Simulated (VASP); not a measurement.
# Ag (P6_3/mmc) in VASP: further runs

Ag is run at these levels: LDA; tasks: electric field gradients.

All numbers are computed with VASP 6.6.1; they aren't measurements. Logs are shortened: lines on timing, memory, paths and dates and some standing lists are left out, and cuts for length are marked.

**1. The cell of the first run**

The structure is hexagonal, space group P6_3/mmc (No. 194). The conventional cell has a = 2.987 Å, b = 2.987 Å, c = 4.884 Å, α = 90.00°, β = 90.00°, γ = 120.00°. Within 3.9 Å of Ag (site symmetry -6m2) lie 12 Ag at 2.99 Å.

**2. Electric field gradients, LDA (volume scaled by 1.06)**

INCAR

```
ALGO = Normal
EDIFF = 1E-8
ENCUT = 520
GGA = CA
ISIF = 2
ISMEAR = -1
LASPH = T
LCHARG = F
LEFG = T
LREAL = F
LWAVE = F
NBANDS = 18
NELM = 60
PREC = Accurate
SIGMA = 0.05
```

KPOINTS

```
k-points
0
Gamma
  14 14 8
```

POSCAR

```
Ag
1.0
    2.9874636124      0.0000000000      0.0000000000
   -1.4937318062      2.5872193813      0.0000000000
    0.0000000000      0.0000000000      4.8839454194
Ag
2
Direct
    0.3333333333      0.6666666667      0.2500000000
    0.6666666667      0.3333333333      0.7500000000
```

Potentials or basis: VASP PAW LDA potentials, release 64 (Ag).

The run is started by

```sh
> cat potpaw_LDA.64/Ag/POTCAR > POTCAR
> mpirun -np 1 vasp_std > vasp.out
```

OUTCAR:

```text
EDIFF = 1E-8
   ENCUT = 520
   GGA = CA
   ISIF = 2
   ISMEAR = -1
   LASPH = T
   LREAL = F
   NELM = 60
   PREC = Accurate

 ion  position               nearest neighbor table
   1  0.333  0.667  0.250-   2 2.99   2 2.99   2 2.99   2 2.99   2 2.99   2 2.99
   2  0.667  0.333  0.750-   1 2.99   1 2.99   1 2.99   1 2.99   1 2.99   1 2.99

  LATTYP: Found a hexagonal cell.
 ALAT       =     2.9874636124
 C/A-ratio  =     1.6348133578

  Lattice vectors:

 A1 = (   2.9874636124,   0.0000000000,   0.0000000000)
 A2 = (  -1.4937318062,   2.5872193813,   0.0000000000)
 A3 = (   0.0000000000,   0.0000000000,   4.8839454194)

Analysis of symmetry for initial positions (statically):
=====================================================================
 Subroutine PRICEL returns:
 Original cell was already a primitive cell.

 Routine SETGRP: Setting up the symmetry group for a
 hexagonal supercell.

 Subroutine GETGRP returns: Found 24 space group operations
 (whereof 12 operations were pure point group operations)
 out of a pool of 24 trial point group operations.

The static configuration has the point symmetry D_3d.
 The point group associated with its full space group is D_6h.

Analysis of symmetry for dynamics (positions and initial velocities):
=====================================================================
 Subroutine PRICEL returns:
 Original cell was already a primitive cell.

 Routine SETGRP: Setting up the symmetry group for a
 hexagonal supercell.

 Subroutine GETGRP returns: Found 24 space group operations
 (whereof 12 operations were pure point group operations)
 out of a pool of 24 trial point group operations.

The dynamic configuration has the point symmetry D_3d.
 The point group associated with its full space group is D_6h.

 Subroutine INISYM returns: Found 24 space group operations
 (whereof 12 operations are pure point group operations),
 and found     1 'primitive' translations

----------------------------------------------------------------------------------------

                                     Primitive cell

  volume of cell :      37.7491

  direct lattice vectors                    reciprocal lattice vectors
     2.987463612  0.000000000  0.000000000     0.334732110  0.193257674  0.000000000
    -1.493731806  2.587219381  0.000000000     0.000000000  0.386515348  0.000000000
     0.000000000  0.000000000  4.883945419     0.000000000  0.000000000  0.204752493

  length of vectors
     2.987463612  2.987463612  4.883945419     0.386515348  0.386515348  0.204752493

  position of ions in fractional coordinates (direct lattice)
     0.333333333  0.666666667  0.250000000
     0.666666667  0.333333333  0.750000000

  ion indices of the primitive-cell ions
   primitive index   ion index
                 1           1
                 2           2

----------------------------------------------------------------------------------------

 KPOINTS: k-points

Automatic generation of k-mesh.
 Grid dimensions read from file:
 generate k-points for:   14   14    8

 Generating k-lattice:

  Cartesian coordinates                     Fractional coordinates (reciprocal lattice)
     0.023909436  0.013804120  0.000000000     0.071428571  0.000000000  0.000000000
     0.000000000  0.027608239  0.000000000     0.000000000  0.071428571  0.000000000
     0.000000000  0.000000000  0.025594062     0.000000000  0.000000000  0.125000000

  Length of vectors
     0.027608239  0.027608239  0.025594062

  Shift w.r.t. Gamma in fractional coordinates (k-lattice)
     0.000000000  0.000000000  0.000000000

 Subroutine IBZKPT returns following result:
 ===========================================

 Found    120 irreducible k-points:

 Following reciprocal coordinates:
            Coordinates               Weight
  0.000000  0.000000  0.000000      1.000000
  0.071429 -0.000000  0.000000      6.000000
  0.142857 -0.000000  0.000000      6.000000
  0.214286  0.000000  0.000000      6.000000
  0.285714 -0.000000  0.000000      6.000000
  0.357143 -0.000000  0.000000      6.000000
[... 16 lines left out ...]
  0.285714  0.285714  0.000000      6.000000
  0.357143  0.285714  0.000000      6.000000
 [... further k-points ...]
   k-points           NKPTS =    120   k-points in BZ     NKDIM =    120   number of bands    NBANDS=     18
   number of dos      NEDOS =    301   number of ions     NIONS =      2
   total plane-waves  NPLWV =  20736
   dimension x,y,z NGX =    24 NGY =   24 NGZ =   36
   dimension x,y,z NGXF=    48 NGYF=   48 NGZF=   72
   ions per type =               2
   NGX,Y,Z   is equivalent  to a cutoff of  13.36, 13.36, 12.25 a.u.
   NGXF,Y,Z  is equivalent  to a cutoff of  26.71, 26.71, 24.51 a.u.
 SYSTEM =  unknown system
   PREC   = accura    normal or accurate (medium, high low for compatibility)
   ISTART =      0    job   : 0-new  1-cont  2-samecut
   ICHARG =      2    charge: 1-file 2-atom 10-const
   ISPIN  =      1    spin polarized calculation?
   LNONCOLLINEAR =      F non collinear calculations
   LSORBIT =      F    spin-orbit coupling
   LASPH  =      T    aspherical Exc in radial PAW
   ENCUT  =  520.0 eV  38.22 Ry    6.18 a.u.   5.55  5.55  9.08*2*pi/ulx,y,z
   NELM   =     60;   NELMIN=  2; NELMDL= -5     # of ELM steps
   EDIFF  = 0.1E-07   stopping-criterion for ELM
   LREAL  =      F    real-space projection
   EDIFFG = 0.1E-06   stopping-criterion for IOM
   NSW    =      0    number of steps for IOM
   IBRION =     -1    ionic relax: 0-MD 1-quasi-New 2-CG
   NFREE  =      0    steps in history (QN), initial steepest desc. (CG)
   ISIF   =      2    stress and relaxation
   ISYM   =      2    0-nonsym 1-usesym 2-fastsym
   POTIM  = 0.5000    time-step for ionic-motion
   TEBEG  =    0.0;   TEEND  =   0.0 temperature during run
   PSTRESS=    0.0 pullay stress
   NELECT =      22.0000    total number of electrons
   NUPDOWN=      -1.0000    fix difference up-down
   EMIN   =  10.00;   EMAX   =-10.00  energy-range for DOS
   EFERMI =   0.00;   METHOD = LEGACY
   ISMEAR =    -1;   SIGMA  =   0.05  broadening in eV -4-tet -1-fermi 0-gaus
   EFERMI_NEDOS =   21; number of points for ismear=-14 and -15
   IALGO  =     38    algorithm
   IMIX   =      4    mixing-type and parameters
     AMIX     =   0.40;   BMIX     =  1.00
     AMIX_MAG =   1.60;   BMIX_MAG =  1.00
  volume/ion in A,a.u.               =      18.87       127.37
  Fermi-wavevector in a.u.,A,eV,Ry     =   1.367456  2.584118 25.442039  1.869937
  Thomas-Fermi vector in A             =   2.493507
   LORBIT       =      0    0 simple, 1 ext, 2 COOP (PROOUT), +10 PAW based schemes
   GGA     = CA    functional components
   LHFCALC =     F    Hartree Fock is set to
   AEXX    =    0.0000 exact exchange contribution
   IVDW    =     0    specifies the selected vdW correction
   LEPSILON=     F    determine dielectric tensor
   LRPA    =     F    only Hartree local field effects (RPA)
 non-spin polarized calculation
  energy-cutoff  :      520.00
  volume of cell :       37.75
 maximum number of plane-waves:      1044
 NGX is ok and might be reduce to    24
   NGX = 11   NGY = 11   NGZ = 19

 number of electron      21.9999990 magnetization

 Free energy of the ion-electron system (eV)
  ---------------------------------------------------
  ext. energy  EPLUGINS =         0.00000000
  ---------------------------------------------------
  free energy    TOTEN  =        -7.26053615 eV

  energy without entropy =       -7.25648946  energy(sigma->0) =       -7.25851280

 E-fermi :   6.7699     XC(G=0): -11.9944

 val. band max:        6.7065239591   @ k =   0.0714   0.0714   0.1250
 cond. band min:       6.8009140751   @ k =   0.4286   0.0714   0.2500
 fundamental gap:      0.0943901160
 Fermi energy:         6.7698668990

 k-point     1 :       0.0000    0.0000    0.0000
  band No.  band energies     occupation
      1      -0.3146      2.00000
      2       0.9993      2.00000
      3       2.3600      2.00000
      4       2.4512      2.00000
      5       2.4512      2.00000
      6       2.6495      2.00000
[... 10 lines left out ...]
     17      23.9029      0.00000
     18      24.1758      0.00000

 k-point     2 :       0.0714   -0.0000    0.0000
  band No.  band energies     occupation
      1      -0.1840      2.00000
      2       1.0726      2.00000
      3       2.2890      2.00000
      4       2.5157      2.00000
      5       2.5186      2.00000
      6       2.6268      2.00000
[... 10 lines left out ...]
     17      24.0397      0.00000
     18      24.7195      0.00000
[... 442 lines left out ...]
 k-point    24 :       0.3571    0.2857    0.0000
  band No.  band energies     occupation
      1       1.4328      2.00000
      2       1.8155      2.00000
      3       1.8749      2.00000
      4       2.2989      2.00000
      5       2.3554      2.00000
      6       2.4620      2.00000
[... 10 lines left out ...]
     17      16.6641      0.00000
     18      17.4467      0.00000

 [... further k-points ...]
[... 5 lines left out ...]
  --------------------------------------------------------------------------------------
  -------------------------------------------------------------------------------------
  Total       -3.2544395     -3.2544395     -3.3251939      0.0000000      0.0000000     -0.0000000
  in kB     -138.1274838   -138.1274838   -141.1304996      0.0000000      0.0000000     -0.0000000
  external PRESSURE =    -139.1284891 kB  Pullay stress =       0.0000000 kB

 VOLUME and BASIS-vectors are now :
 -----------------------------------------------------------------------------
  energy-cutoff  :      520.00
  volume of cell :       37.75
      direct lattice vectors                 reciprocal lattice vectors
     2.987463612  0.000000000  0.000000000     0.334732110  0.193257674  0.000000000
    -1.493731806  2.587219381  0.000000000     0.000000000  0.386515348  0.000000000
     0.000000000  0.000000000  4.883945419     0.000000000  0.000000000  0.204752493

 POSITION                                       TOTAL-FORCE (eV/Angst)
 -----------------------------------------------------------------------------------
     -0.00000      1.72481      1.22099         0.000000     -0.000000      0.000000
      1.49373      0.86241      3.66296        -0.000000      0.000000      0.000000
 -----------------------------------------------------------------------------------
    total drift:                               -0.000000      0.000000     -0.000000

  FREE ENERGIE OF THE ION-ELECTRON SYSTEM (eV)
  ---------------------------------------------------
  free  energy   TOTEN  =        -7.2605361475 eV

  energy  without entropy=       -7.2564894615  energy(sigma->0) =       -7.25851280

 Electric field gradients (V/A^2)
---------------------------------------------------------------------
 ion       V_xx      V_yy      V_zz      V_xy      V_xz      V_yz
---------------------------------------------------------------------
   1      -1.627    -1.628     3.255    -0.000     0.000    -0.000
   2      -1.627    -1.628     3.255    -0.000    -0.000     0.000
---------------------------------------------------------------------

 Electric field gradients after diagonalization (V/A^2)
 (convention: |V_zz| > |V_xx| > |V_yy|)
----------------------------------------------------------------------
 ion       V_xx      V_yy      V_zz     asymmetry (V_yy - V_xx)/ V_zz
----------------------------------------------------------------------
   1      -1.628    -1.627     3.255       0.000
   2      -1.628    -1.627     3.255       0.000
----------------------------------------------------------------------

           NMR quadrupolar parameters

 Cq : quadrupolar parameter    Cq=e*Q*V_zz/h
 eta: asymmetry parameters     (V_yy - V_xx)/ V_zz
 Q  : nuclear electric quadrupole moment in mb (millibarn)
----------------------------------------------------------------------
 ion       Cq(MHz)       eta       Q (mb)
----------------------------------------------------------------------
   1       0.008       0.000       1.000
   2       0.008       0.000       1.000
----------------------------------------------------------------------
```

It took 35 s on 1 thread of AMD EPYC 9R45 (Zen 5), shared host; peak memory 0.16 GiB.

What came out:

| Quantity | Value |
| --- | --- |
| Free energy | -7.2605 eV |
| Pressure | -13.9 GPa |
| Band gap on the k mesh | zero (band 11 reaches 10.23 eV, above the bottom of band 12 at 3.54 eV) |

Stress tensor (GPa, compression positive):
```
-13.81   0.00   0.00
  0.00 -13.81   0.00
  0.00   0.00 -14.11
```

Levels at points of the mesh, in eV from the Fermi level:
```tsv
k point	band 9	band 10	band 11	band 12	band 13	band 14
(0.00, 0.00, 0.00)	-3.82	-2.96	-2.96	-0.14	3.04	15.41
(0.50, 0.00, 0.00)	-2.80	-2.73	0.16	1.32	6.38	6.70
(0.00, 0.00, 0.50)	-3.23	-3.23	-3.23	-3.23	10.37	10.37
(0.50, 0.00, 0.50)	-2.78	-2.78	0.87	0.87	4.02	4.02
```

Electric field gradients, principal values (V/Å²):
```
atom   least  middle  greatest (by size)
1 Ag  -1.627  -1.628               3.255
2 Ag  -1.627  -1.628               3.255
```

Caveat: without QUAD_EFG the Cq values of the log hold for a quadrupole moment of 1 mb, not for the nuclei.

**3. Electric field gradients, LDA (volume scaled by 1.06)**

INCAR

```
SYSTEM = Ag
ALGO = Normal
EDIFF = 1E-8
ENCUT = 520
ISIF = 2
ISMEAR = -1
LASPH = .True.
LCHARG = .False.
LEFG = .True.
LREAL = .False.
LWAVE = .False.
NBANDS = 18
NELM = 60
PREC = Accurate
SIGMA = 0.05
```

KPOINTS

```
k-points
0
Gamma
  14 14 8
  0 0 0
```

POSCAR is that of step 2.

Potentials or basis: VASP PAW LDA potentials, release 64 (Ag).

The run is started by

```sh
> cat potpaw_LDA.64/Ag/POTCAR > POTCAR
> mpirun -np 1 vasp_std > vasp.out
```

OUTCAR:

```text
SYSTEM = Ag
   EDIFF = 1E-8
   ENCUT = 520
   ISIF = 2
   ISMEAR = -1
   LASPH = .True.
   LREAL = .False.
   NELM = 60
   PREC = Accurate

 ion  position               nearest neighbor table
   1  0.333  0.667  0.250-   2 2.99   2 2.99   2 2.99   2 2.99   2 2.99   2 2.99
   2  0.667  0.333  0.750-   1 2.99   1 2.99   1 2.99   1 2.99   1 2.99   1 2.99

  LATTYP: Found a hexagonal cell.
 ALAT       =     2.9874636124
 C/A-ratio  =     1.6348133578

  Lattice vectors:

 A1 = (   2.9874636124,   0.0000000000,   0.0000000000)
 A2 = (  -1.4937318062,   2.5872193813,   0.0000000000)
 A3 = (   0.0000000000,   0.0000000000,   4.8839454194)
[... 718 lines left out ...]
  free  energy   TOTEN  =        -7.2605361475 eV

  energy  without entropy=       -7.2564894615  energy(sigma->0) =       -7.25851280

 Electric field gradients (V/A^2)
---------------------------------------------------------------------
 ion       V_xx      V_yy      V_zz      V_xy      V_xz      V_yz
---------------------------------------------------------------------
   1      -1.627    -1.628     3.255    -0.000     0.000    -0.000
   2      -1.627    -1.628     3.255    -0.000    -0.000     0.000
---------------------------------------------------------------------

 Electric field gradients after diagonalization (V/A^2)
 (convention: |V_zz| > |V_xx| > |V_yy|)
----------------------------------------------------------------------
 ion       V_xx      V_yy      V_zz     asymmetry (V_yy - V_xx)/ V_zz
----------------------------------------------------------------------
   1      -1.628    -1.627     3.255       0.000
   2      -1.628    -1.627     3.255       0.000
----------------------------------------------------------------------

           NMR quadrupolar parameters

 Cq : quadrupolar parameter    Cq=e*Q*V_zz/h
 eta: asymmetry parameters     (V_yy - V_xx)/ V_zz
 Q  : nuclear electric quadrupole moment in mb (millibarn)
----------------------------------------------------------------------
 ion       Cq(MHz)       eta       Q (mb)
----------------------------------------------------------------------
   1       0.008       0.000       1.000
   2       0.008       0.000       1.000
----------------------------------------------------------------------
```

It took 35 s on 1 thread of AMD EPYC 9R45 (Zen 5), shared host; peak memory 0.16 GiB.

Results:

* Free energy: -7.2605 eV
* Pressure: -13.9 GPa
* Band gap on the k mesh: zero (band 11 reaches 10.23 eV, above the bottom of band 12 at 3.54 eV)

Electric field gradients, principal values (V/Å²):
```tsv
atom	least	middle	greatest (by size)
1 Ag	-1.627	-1.628	3.255
2 Ag	-1.627	-1.628	3.255
```

Caveat: without QUAD_EFG the Cq values of the log hold for a quadrupole moment of 1 mb, not for the nuclei.

(Continued in part 2 of 2.)
